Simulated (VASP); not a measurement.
Write the native input for VASP 6.6.1 that does the following.

- Task: relaxation of cell and atoms
- Functional: PBE
- Dispersion: D3(BJ)
- Potentials or basis: VASP PAW PBE potentials, release 64 (Sr_sv, Sb, O)
- Cutoff: 600 eV
- k mesh: 6 × 6 × 2
- Occupations: gaussian, width 0.1 eV
- Spin: no spin polarisation
- Dipole correction: no
- Further INCAR settings: ALGO = Normal; EDIFF = 1e-07; IBRION = 2; EDIFFG = -0.04; NSW = 90; ISIF = 3

The structure of Sr2Sb2O lies in POSCAR:

```
Sr2Sb2O
1.0
    3.6301107000      0.0000000000      0.0000000000
   -1.8150553500      3.1437680900      0.0000000000
    0.0000000000      0.0000000000      8.6305586600
Sr Sb O
2 2 1
Direct
    0.3333333300      0.6666666700      0.9083259500
    0.6666666700      0.3333333300      0.0916740500
    0.6666666700      0.3333333300      0.6663385000
    0.3333333300      0.6666666700      0.3336615000
    0.0000000000      0.0000000000      0.0000000000
```

The input as run:

INCAR

```
PREC = Accurate
ENCUT = 600
EDIFF = 1E-7
ISMEAR = 0
SIGMA = 0.1
LREAL = F
LASPH = T
NELM = 80
ALGO = Normal
ISIF = 3
LWAVE = F
LCHARG = F
GGA = PE
IVDW = 12
IBRION = 2
NSW = 90
EDIFFG = -0.04
```

KPOINTS

```
Automatic mesh
0
Gamma
  6 6 2
```

Potentials or basis: VASP PAW PBE potentials, release 64 (Sr_sv, Sb, O).

Launch:

```bash
$ cat potpaw_PBE.64/Sr_sv/POTCAR potpaw_PBE.64/Sb/POTCAR potpaw_PBE.64/O/POTCAR > POTCAR
$ mpirun -np 1 vasp_std > vasp.out
```

It gave:

```json
{"Relaxed volume": "25.60 Å³/atom", "Relaxed cell": "a = 3.620 Å, b = 3.620 Å, c = 11.276 Å, α = 90.00°, β = 90.00°, γ = 120.00°", "Space group after relaxing (to 0.05 Å)": "P-3m1 (No. 164)", "Energy gained by relaxing": "1139.3 meV/atom", "Ionic steps": "14", "Pressure after relaxing": "0.1 GPa", "Largest force after relaxing": "0.030 eV/Å", "Band gap on the k mesh": "zero (band 18 reaches 7.53 eV, above the bottom of band 19 at 4.97 eV)", "Dispersion energy per atom": "-0.346 eV"}
```

Caveat: the k points lie up to 0.33 Å⁻¹ apart in the final cell; the volume moved by over 15 % at a fixed basis, so the end points are rough; spin-orbit coupling is left out, which moves the levels of the heavy elements; pairwise dispersion overbinds metals, which lowers pressure and volume.

It took 8.7 min on 1 thread of Intel(R) Xeon(R) Platinum 8488C (Sapphire Rapids), with other jobs on the host, peak memory 0.28 GiB.
